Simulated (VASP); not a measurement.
# BN (F-43m) in VASP: notebook

Runs on BN. Level: PBE. Tasks: single point, relaxation of cell and atoms.

Everything below comes from runs of VASP 6.6.1. Logs are shortened: lines on timing, memory, paths and dates and some standing lists are left out, and cuts for length are marked.

### Step 1. The cell of the first run

It takes space group F-43m (No. 216, cubic). The conventional cell has a = 3.625 Å, b = 3.625 Å, c = 3.625 Å, α = 90.00°, β = 90.00°, γ = 90.00°. Within 2.1 Å of B (site symmetry -43m) lie 4 N at 1.57 Å. N (site symmetry -43m) has 4 B at 1.57 Å within 2.1 Å.

### Step 2. Single point, PBE

File INCAR:

```
PREC     = Accurate       # precision mode
ENCUT    = 520            # plane-wave cutoff, eV
EDIFF    = 1E-6           # SCF threshold, eV
ISMEAR   = 0              # smearing method
SIGMA    = 0.05           # smearing width, eV
LREAL    = False          # projectors in reciprocal space
LASPH    = True           # aspherical terms in the spheres
NELM     = 80             # most SCF steps
ALGO     = Normal         # electronic algorithm
ISIF     = 2              # what is computed and relaxed
LWAVE    = False          # write WAVECAR
LCHARG   = False          # write CHGCAR
GGA      = PE             # functional
NBANDS   = 26             # bands
```

File KPOINTS:

```
regular mesh
0
Gamma
  6 6 6
```

File POSCAR:

```
BN
1.0
    3.6246970240      0.0000000000      0.0000000000
    0.0000000000     -3.6246970240      0.0000000000
    0.0000000000      0.0000000000     -3.6246970240
B N
4 4
Direct
    0.0000000000      0.5000000000      0.5000000000
    0.5000000000      0.0000000000      0.5000000000
    0.5000000000      0.5000000000      0.0000000000
    0.0000000000      0.0000000000      0.0000000000
    0.7500000000      0.7500000000      0.7500000000
    0.2500000000      0.2500000000      0.7500000000
    0.2500000000      0.7500000000      0.2500000000
    0.7500000000      0.2500000000      0.2500000000
```

Potentials or basis: VASP PAW PBE potentials, release 64 (B, N).

Started as:

```bash
> cat potpaw_PBE.64/B/POTCAR potpaw_PBE.64/N/POTCAR > POTCAR
> mpirun -np 1 vasp_std > vasp.out
```

OUTCAR:

```text
PREC = Accurate
   ENCUT = 520
   EDIFF = 1E-6
   ISMEAR = 0
   LREAL = False
   LASPH = True
   NELM = 80
   ISIF = 2
   GGA = PE

 ion  position               nearest neighbor table
   1  0.000  0.500  0.500-   5 1.57   6 1.57   7 1.57   8 1.57
   2  0.500  0.000  0.500-   5 1.57   6 1.57   7 1.57   8 1.57
   3  0.500  0.500  0.000-   5 1.57   6 1.57   7 1.57   8 1.57
   4  0.000  0.000  0.000-   5 1.57   6 1.57   7 1.57   8 1.57
   5  0.750  0.750  0.750-   1 1.57   2 1.57   3 1.57   4 1.57
   6  0.250  0.250  0.750-   1 1.57   2 1.57   3 1.57   4 1.57
   7  0.250  0.750  0.250-   1 1.57   2 1.57   3 1.57   4 1.57
   8  0.750  0.250  0.250-   1 1.57   2 1.57   3 1.57   4 1.57

  LATTYP: Found a simple cubic cell.
 ALAT       =     3.6246970240

  Lattice vectors:

 A1 = (   3.6246970240,   0.0000000000,   0.0000000000)
 A2 = (   0.0000000000,  -3.6246970240,   0.0000000000)
 A3 = (   0.0000000000,   0.0000000000,  -3.6246970240)

Analysis of symmetry for initial positions (statically):
=====================================================================
 Subroutine PRICEL returns following result:

  LATTYP: Found a face centered cubic cell.
 ALAT       =     3.6246970240

  Lattice vectors:

 A1 = (   1.8123485120,   1.8123485120,   0.0000000000)
 A2 = (   1.8123485120,   0.0000000000,  -1.8123485120)
 A3 = (   0.0000000000,   1.8123485120,  -1.8123485120)

   4 primitive cells build up your supercell.

 Routine SETGRP: Setting up the symmetry group for a
 simple cubic supercell.

 Subroutine GETGRP returns: Found 24 space group operations
 (whereof 24 operations were pure point group operations)
 out of a pool of 48 trial point group operations.

The static configuration has the point symmetry T_d .

Analysis of symmetry for dynamics (positions and initial velocities):
=====================================================================
 Subroutine PRICEL returns following result:

  LATTYP: Found a face centered cubic cell.
 ALAT       =     3.6246970240

  Lattice vectors:

 A1 = (   1.8123485120,   1.8123485120,   0.0000000000)
 A2 = (   1.8123485120,   0.0000000000,  -1.8123485120)
 A3 = (   0.0000000000,   1.8123485120,  -1.8123485120)

   4 primitive cells build up your supercell.

 Routine SETGRP: Setting up the symmetry group for a
 simple cubic supercell.

 Subroutine GETGRP returns: Found 24 space group operations
 (whereof 24 operations were pure point group operations)
 out of a pool of 48 trial point group operations.

The dynamic configuration has the point symmetry T_d .

 Subroutine INISYM returns: Found 24 space group operations
 (whereof 24 operations are pure point group operations),
 and found     4 'primitive' translations

----------------------------------------------------------------------------------------

                                     Primitive cell

  volume of cell :      11.9057

  direct lattice vectors                    reciprocal lattice vectors
     1.812348512  1.812348512  0.000000000     0.275885127  0.275885127  0.275885127
     1.812348512  0.000000000 -1.812348512     0.275885127 -0.275885127 -0.275885127
     0.000000000  1.812348512 -1.812348512    -0.275885127  0.275885127 -0.275885127

  length of vectors
     2.563047845  2.563047845  2.563047845     0.477847058  0.477847058  0.477847058

  position of ions in fractional coordinates (direct lattice)
     0.000000000  1.000000000  0.000000000
     0.250000000  0.250000000  0.250000000

  ion indices of the primitive-cell ions
   primitive index   ion index
                 1           1
                 2           5

----------------------------------------------------------------------------------------

 KPOINTS: regular mesh

Automatic generation of k-mesh.
 Grid dimensions read from file:
 generate k-points for:    6    6    6

 Generating k-lattice:

  Cartesian coordinates                     Fractional coordinates (reciprocal lattice)
     0.045980855  0.000000000  0.000000000     0.166666667  0.000000000  0.000000000
     0.000000000 -0.045980855  0.000000000     0.000000000  0.166666667  0.000000000
     0.000000000  0.000000000 -0.045980855     0.000000000  0.000000000  0.166666667

  Length of vectors
     0.045980855  0.045980855  0.045980855

  Shift w.r.t. Gamma in fractional coordinates (k-lattice)
     0.000000000  0.000000000  0.000000000

 Subroutine IBZKPT returns following result:
 ===========================================

 Found     20 irreducible k-points:

 Following reciprocal coordinates:
            Coordinates               Weight
  0.000000  0.000000  0.000000      1.000000
  0.166667  0.000000  0.000000      6.000000
  0.333333  0.000000  0.000000      6.000000
  0.500000  0.000000  0.000000      3.000000
  0.166667  0.166667  0.000000     12.000000
  0.333333  0.166667  0.000000     24.000000
[... 12 lines left out ...]
  0.500000  0.500000  0.333333      6.000000
  0.500000  0.500000  0.500000      1.000000
   k-points           NKPTS =     20   k-points in BZ     NKDIM =     20   number of bands    NBANDS=     26
   number of dos      NEDOS =    301   number of ions     NIONS =      8
   total plane-waves  NPLWV =  21952
   dimension x,y,z NGX =    28 NGY =   28 NGZ =   28
   dimension x,y,z NGXF=    56 NGYF=   56 NGZF=   56
   ions per type =               4   4
   NGX,Y,Z   is equivalent  to a cutoff of  12.84, 12.84, 12.84 a.u.
   NGXF,Y,Z  is equivalent  to a cutoff of  25.68, 25.68, 25.68 a.u.
 SYSTEM =  unknown system
   PREC   = accura    normal or accurate (medium, high low for compatibility)
   ISTART =      0    job   : 0-new  1-cont  2-samecut
   ICHARG =      2    charge: 1-file 2-atom 10-const
   ISPIN  =      1    spin polarized calculation?
   LNONCOLLINEAR =      F non collinear calculations
   LSORBIT =      F    spin-orbit coupling
   LASPH  =      T    aspherical Exc in radial PAW
   ENCUT  =  520.0 eV  38.22 Ry    6.18 a.u.   6.74  6.74  6.74*2*pi/ulx,y,z
   NELM   =     80;   NELMIN=  2; NELMDL= -5     # of ELM steps
   EDIFF  = 0.1E-05   stopping-criterion for ELM
   LREAL  =      F    real-space projection
   EDIFFG = 0.1E-04   stopping-criterion for IOM
   NSW    =      0    number of steps for IOM
   IBRION =     -1    ionic relax: 0-MD 1-quasi-New 2-CG
   NFREE  =      0    steps in history (QN), initial steepest desc. (CG)
   ISIF   =      2    stress and relaxation
   ISYM   =      2    0-nonsym 1-usesym 2-fastsym
   POTIM  = 0.5000    time-step for ionic-motion
   TEBEG  =    0.0;   TEEND  =   0.0 temperature during run
   PSTRESS=    0.0 pullay stress
   NELECT =      32.0000    total number of electrons
   NUPDOWN=      -1.0000    fix difference up-down
   EMIN   =  10.00;   EMAX   =-10.00  energy-range for DOS
   EFERMI =   0.00;   METHOD = LEGACY
   ISMEAR =     0;   SIGMA  =   0.05  broadening in eV -4-tet -1-fermi 0-gaus
   EFERMI_NEDOS =   21; number of points for ismear=-14 and -15
   IALGO  =     38    algorithm
   IMIX   =      4    mixing-type and parameters
     AMIX     =   0.40;   BMIX     =  1.00
     AMIX_MAG =   1.60;   BMIX_MAG =  1.00
  volume/ion in A,a.u.               =       5.95        40.17
  Fermi-wavevector in a.u.,A,eV,Ry     =   1.433903  2.709684 27.974638  2.056078
  Thomas-Fermi vector in A             =   2.553370
   LORBIT       =      0    0 simple, 1 ext, 2 COOP (PROOUT), +10 PAW based schemes
   GGA     = PE    functional components
   LHFCALC =     F    Hartree Fock is set to
   AEXX    =    0.0000 exact exchange contribution
   IVDW    =     0    specifies the selected vdW correction
   LEPSILON=     F    determine dielectric tensor
   LRPA    =     F    only Hartree local field effects (RPA)
 non-spin polarized calculation
 Gauss-broadening in eV      SIGMA  =   0.05
  energy-cutoff  :      520.00
  volume of cell :       47.62
 maximum number of plane-waves:      1328
 NGX is ok and might be reduce to    28

 number of electron      31.9999995 magnetization

 Free energy of the ion-electron system (eV)
  ---------------------------------------------------
  ext. energy  EPLUGINS =         0.00000000
  ---------------------------------------------------
  free energy    TOTEN  =       -69.80405810 eV

  energy without entropy =      -69.80405810  energy(sigma->0) =      -69.80405810

 E-fermi :   7.5780     XC(G=0): -12.7824

 val. band max:        7.3042293736   @ k =   0.0000   0.0000   0.0000
 cond. band min:      11.7550745279   @ k =   0.0000   0.0000   0.0000
 fundamental gap:      4.4508451543
 Fermi energy:         7.5779838736

 k-point     1 :       0.0000    0.0000    0.0000
  band No.  band energies     occupation
      1     -12.8353      2.00000
      2      -7.3007      2.00000
      3      -7.3007      2.00000
      4      -7.3007      2.00000
      5      -1.5590      2.00000
      6      -1.5590      2.00000
[... 18 lines left out ...]
     25      16.4904      0.00000
     26      17.5232      0.00000

 k-point     2 :       0.1667    0.0000    0.0000
  band No.  band energies     occupation
      1     -12.6115      2.00000
      2      -8.0585      2.00000
      3      -7.2289      2.00000
      4      -7.2289      2.00000
      5      -1.3721      2.00000
      6      -1.3721      2.00000
[... 18 lines left out ...]
     25      17.2616      0.00000
     26      18.1527      0.00000

 k-point     3 :       0.3333    0.0000    0.0000
  band No.  band energies     occupation
      1     -11.9496      2.00000
      2      -9.5059      2.00000
      3      -7.0768      2.00000
      4      -7.0768      2.00000
      5      -0.8385      2.00000
      6      -0.8385      2.00000
[... 18 lines left out ...]
     25      19.2576      0.00000
     26      19.2576      0.00000

 k-point     4 :       0.5000    0.0000    0.0000
  band No.  band energies     occupation
      1     -10.8851      2.00000
      2     -10.8851      2.00000
      3      -6.9957      2.00000
      4      -6.9957      2.00000
      5      -0.2467      2.00000
      6      -0.2467      2.00000
[... 18 lines left out ...]
     25      20.6647      0.00000
     26      20.6647      0.00000

 k-point     5 :       0.1667    0.1667    0.0000
  band No.  band energies     occupation
      1     -12.3896      2.00000
      2      -7.9388      2.00000
      3      -7.9388      2.00000
      4      -7.1957      2.00000
      5      -1.1867      2.00000
      6      -0.6239      2.00000
[... 18 lines left out ...]
     25      18.1723      0.00000
     26      18.8410      0.00000

 k-point     6 :       0.3333    0.1667    0.0000
  band No.  band energies     occupation
      1     -11.7343      2.00000
      2      -9.3325      2.00000
      3      -7.6358      2.00000
      4      -7.1738      2.00000
      5      -0.6998      2.00000
      6      -0.6875      2.00000
[... 311 lines left out ...]
 k-point    17 :       0.3333    0.3333    0.3333
  band No.  band energies     occupation
      1     -10.3212      2.00000
      2      -8.4777      2.00000
      3      -8.4777      2.00000
      4      -8.4777      2.00000
      5      -2.3590      2.00000
      6      -2.3590      2.00000
[... 18 lines left out ...]
     25      19.5589      0.00000
     26      19.8793      0.00000

 k-point    18 :       0.5000    0.3333    0.3333
  band No.  band energies     occupation
      1      -9.4459      2.00000
      2      -9.4459      2.00000
      3      -8.3303      2.00000
      4      -8.3303      2.00000
      5      -2.8677      2.00000
      6      -2.8677      2.00000
[... 18 lines left out ...]
     25      18.6777      0.00000
     26      18.6777      0.00000

 k-point    19 :       0.5000    0.5000    0.3333
  band No.  band energies     occupation
      1      -8.8144      2.00000
      2      -8.8144      2.00000
      3      -8.8144      2.00000
      4      -8.8144      2.00000
      5      -2.7683      2.00000
      6      -2.7683      2.00000
[... 18 lines left out ...]
     25      18.2797      0.00000
     26      18.2797      0.00000

 k-point    20 :       0.5000    0.5000    0.5000
  band No.  band energies     occupation
      1      -8.6565      2.00000
      2      -8.6565      2.00000
      3      -8.6565      2.00000
      4      -8.6565      2.00000
      5      -3.3122      2.00000
      6      -3.3122      2.00000
[... 18 lines left out ...]
     25      17.9657      0.00000
     26      17.9657      0.00000

------------------------ aborting loop because EDIFF is reached ----------------------------------------

  FORCE on cell =-STRESS in cart. coord.  units (eV):
  Direction    XX          YY          ZZ          XY          YZ          ZX
  --------------------------------------------------------------------------------------
  -------------------------------------------------------------------------------------
  Total        0.0698609      0.0698609      0.0698609      0.0000000      0.0000000     -0.0000000
  in kB        2.3503338      2.3503338      2.3503338      0.0000000      0.0000000     -0.0000000
  external PRESSURE =       2.3503338 kB  Pullay stress =       0.0000000 kB

 VOLUME and BASIS-vectors are now :
 -----------------------------------------------------------------------------
  energy-cutoff  :      520.00
  volume of cell :       47.62
      direct lattice vectors                 reciprocal lattice vectors
     3.624697024  0.000000000  0.000000000     0.275885127  0.000000000  0.000000000
     0.000000000 -3.624697024  0.000000000     0.000000000 -0.275885127  0.000000000
     0.000000000  0.000000000 -3.624697024     0.000000000  0.000000000 -0.275885127

 POSITION                                       TOTAL-FORCE (eV/Angst)
 -----------------------------------------------------------------------------------
      0.00000     -1.81235     -1.81235         0.000000     -0.000000      0.000000
      1.81235      0.00000     -1.81235        -0.000000     -0.000000      0.000000
      1.81235     -1.81235      0.00000        -0.000000      0.000000     -0.000000
      0.00000      0.00000      0.00000         0.000000     -0.000000     -0.000000
      2.71852     -2.71852     -2.71852         0.000000     -0.000000     -0.000000
      0.90617     -0.90617     -2.71852        -0.000000     -0.000000      0.000000
      0.90617     -2.71852     -0.90617        -0.000000      0.000000     -0.000000
      2.71852     -0.90617     -0.90617         0.000000      0.000000     -0.000000
 -----------------------------------------------------------------------------------
    total drift:                                0.000000     -0.000000     -0.000000

  FREE ENERGIE OF THE ION-ELECTRON SYSTEM (eV)
  ---------------------------------------------------
  free  energy   TOTEN  =       -69.8040580974 eV

  energy  without entropy=      -69.8040580974  energy(sigma->0) =      -69.80405810
```

It used 16 s of CPU time on 1 thread of Intel(R) Xeon(R) Platinum 8488C (Sapphire Rapids), on a shared host.

What came out:

* Free energy: -69.8041 eV
* Pressure: 0.2 GPa
* Band gap on the k mesh: 4.45 eV

Levels at points of the mesh, in eV from the valence-band top:
| k point | band 12 | band 13 | band 14 | band 15 | band 16 | band 17 | band 18 | band 19 | band 20 | band 21 |
| --- | --- | --- | --- | --- | --- | --- | --- | --- | --- | --- |
| (0.00, 0.00, 0.00) | -4.86 | -4.86 | 0.00 | 0.00 | 0.00 | 4.45 | 4.45 | 4.45 | 8.78 | 8.78 |
| (0.50, 0.00, 0.00) | -3.97 | -2.99 | -2.99 | -2.99 | -2.99 | 6.76 | 6.76 | 9.56 | 9.56 | 11.47 |
| (0.50, 0.50, 0.00) | -5.55 | -2.08 | -2.08 | -2.08 | -2.08 | 9.68 | 9.68 | 9.68 | 9.68 | 12.10 |
| (0.50, 0.50, 0.50) | -1.93 | -1.93 | -1.93 | -1.93 | -1.93 | 10.04 | 10.04 | 10.04 | 10.04 | 10.66 |

A k mesh can miss the band edges. PBE gaps usually lie below the measured ones, often by a third to a half.

### Step 3. Relaxation of cell and atoms, PBE

This run uses another cell than the first one: it holds 2 atoms, not 8.

File INCAR:

```
PREC = Accurate ; ENCUT = 600
EDIFF = 1E-6 ; ISMEAR = 0
SIGMA = 0.02 ; LREAL = False
LASPH = True ; NELM = 80
ALGO = Normal ; ISIF = 3
LWAVE = False ; LCHARG = False
GGA = PE ; IBRION = 2
NSW = 100 ; EDIFFG = -0.005
```

File KPOINTS:

```
regular mesh
0
Gamma
  12 12 12
```

File POSCAR:

```
BN
1.0
    0.0000000000      1.8130010000      1.8130010000
    1.8130010000      0.0000000000      1.8130010000
    1.8130010000      1.8130010000      0.0000000000
B N
1 1
Direct
    0.0000000000      0.0000000000      0.0000000000
    0.7500000000      0.7500000000      0.7500000000
```

Potentials or basis: VASP PAW PBE potentials, release 64 (B, N).

Started as:

```bash
> cat potpaw_PBE.64/B/POTCAR potpaw_PBE.64/N/POTCAR > POTCAR
> mpirun -np 1 vasp_std > vasp.out
```

It used 8.1 s of CPU time on 1 thread of Intel(R) Xeon(R) Platinum 8488C (Sapphire Rapids) (shared host).

It converged, with:

```
Free energy                            : -17.4547 eV
Relaxed volume                         : 5.95 Å³/atom
Relaxed cell                           : a = 2.563 Å, b = 2.563 Å, c = 2.563 Å, α = 60.00°, β = 60.00°, γ = 60.00°
Space group after relaxing (to 0.05 Å) : F-43m (No. 216)
Energy gained by relaxing              : 0.0 meV/atom
Ionic steps                            : 3
Pressure after relaxing                : 0.0 GPa
Band gap on the k mesh                 : 4.45 eV, indirect (least direct gap 8.78 eV)
```

Final structure:
```
B N
1.0
     0.00000    1.81229    1.81229
     1.81229    0.00000    1.81229
     1.81229    1.81229    0.00000
B N
1 1
Direct
  0.00000 0.00000 0.00000
  0.75000 0.75000 0.75000
```

Levels at points of the mesh, in eV from the valence-band top:
```
           k point  band 1  band 2  band 3  band 4  band 5  band 6  band 7  band 8
(0.00, 0.00, 0.00)  -20.14    0.00    0.00    0.00    8.78    8.78    8.78   10.22
(0.50, 0.00, 0.00)  -15.96  -10.62   -1.93   -1.93   10.04   10.66   10.66   15.18
(0.50, 0.50, 0.00)  -14.61   -8.86   -4.86   -4.86    4.45    9.19   17.80   17.80
```

A k mesh can miss the band edges. Expect the measured gap to be larger: semilocal functionals such as PBE lack the derivative discontinuity.

### Step 4. Relaxation of cell and atoms, PBE

This run uses another cell than the first one: it holds 2 atoms, not 8.

INCAR is that of step 3.

KPOINTS is that of step 3.

POSCAR is that of step 3.

Started as:

```bash
> cat potpaw_PBE.64/B/POTCAR potpaw_PBE.64/N/POTCAR > POTCAR
> mpirun -np 1 vasp_std > vasp.out
```

It took 7.7 s on 1 thread of Intel Xeon Platinum 8375C at 2.90GHz (Ice Lake), shared host; peak memory 0.12 GiB.

The run converged. Its results:

* Free energy: -17.4547 eV
* Relaxed volume: 5.95 Å³/atom
* Relaxed cell: a = 2.563 Å, b = 2.563 Å, c = 2.563 Å, α = 60.00°, β = 60.00°, γ = 60.00°
* Space group after relaxing (to 0.05 Å): F-43m (No. 216)
* Energy gained by relaxing: 0.0 meV/atom
* Ionic steps: 3
* Pressure after relaxing: 0.0 GPa
* Band gap on the k mesh: 4.45 eV, indirect (least direct gap 8.78 eV)

Final structure:
```
B N
1.0
     0.00000    1.81229    1.81229
     1.81229    0.00000    1.81229
     1.81229    1.81229    0.00000
B N
1 1
Direct
  0.00000 0.00000 0.00000
  0.75000 0.75000 0.75000
```

Levels at points of the mesh, in eV from the valence-band top:
| k point | band 1 | band 2 | band 3 | band 4 | band 5 | band 6 | band 7 | band 8 |
| --- | --- | --- | --- | --- | --- | --- | --- | --- |
| (0.00, 0.00, 0.00) | -20.14 | 0.00 | 0.00 | 0.00 | 8.78 | 8.78 | 8.78 | 10.22 |
| (0.50, 0.00, 0.00) | -15.96 | -10.62 | -1.93 | -1.93 | 10.04 | 10.66 | 10.66 | 15.18 |
| (0.50, 0.50, 0.00) | -14.61 | -8.86 | -4.86 | -4.86 | 4.45 | 9.19 | 17.80 | 17.80 |
